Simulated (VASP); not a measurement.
Wanted: the native input for a VASP 6.6.1 run.

```yaml
Task: single point
Functional: PBE
Potentials_or_basis: VASP PAW PBE potentials, release 64 (Tb)
Cutoff: 520 eV
k_mesh: 9 × 9 × 9
Occupations: fermi-dirac, width 0.05 eV
Spin: collinear spin, ferromagnetic start
Starting_moments: "[6.0] μB"
Dipole_correction: no
Further_INCAR_settings: ALGO = Normal; EDIFF = 1e-07; NBANDS = 20
```

The structure of Tb lies in POSCAR:

```
Tb
1.0
    0.0000000000      2.4685227968      2.4685227968
    2.4685227968      0.0000000000      2.4685227968
    2.4685227968      2.4685227968      0.0000000000
Tb
1
Direct
    0.0000000000      0.0000000000      0.0000000000
```

This cell differs from its parent crystal: volume scaled by 0.94.

These files were run (other wordings do the same):

INCAR

```
ALGO = Normal
EDIFF = 1E-7
ENCUT = 520
GGA = PE
ISIF = 2
ISMEAR = -1
ISPIN = 2
LASPH = True
LCHARG = False
LMAXMIX = 6
LORBIT = 11
LREAL = False
LWAVE = False
MAGMOM = 6
NBANDS = 20
NELM = 150
PREC = Accurate
SIGMA = 0.05
```

KPOINTS

```
k-points
0
Gamma
  9 9 9
```

Potentials or basis: VASP PAW PBE potentials, release 64 (Tb).

Run with:

```console
$ cat potpaw_PBE.64/Tb/POTCAR > POTCAR
$ mpirun -np 1 vasp_std > vasp.out
```

Results of the run:

The pressure is 1.9 GPa, the net moment is 5.87 μB per cell and the site moments are Tb +5.71 μB. The valence electrons inside the program's atomic spheres are Tb 16.34.

Caveat: the magnetic or orbital state may not be the lowest.

Wall time 2.1 min on 1 thread of Intel(R) Xeon(R) Platinum 8259CL CPU @ 2.50GHz (Skylake/Cascade Lake), on a shared host, peak memory 0.2 GiB.
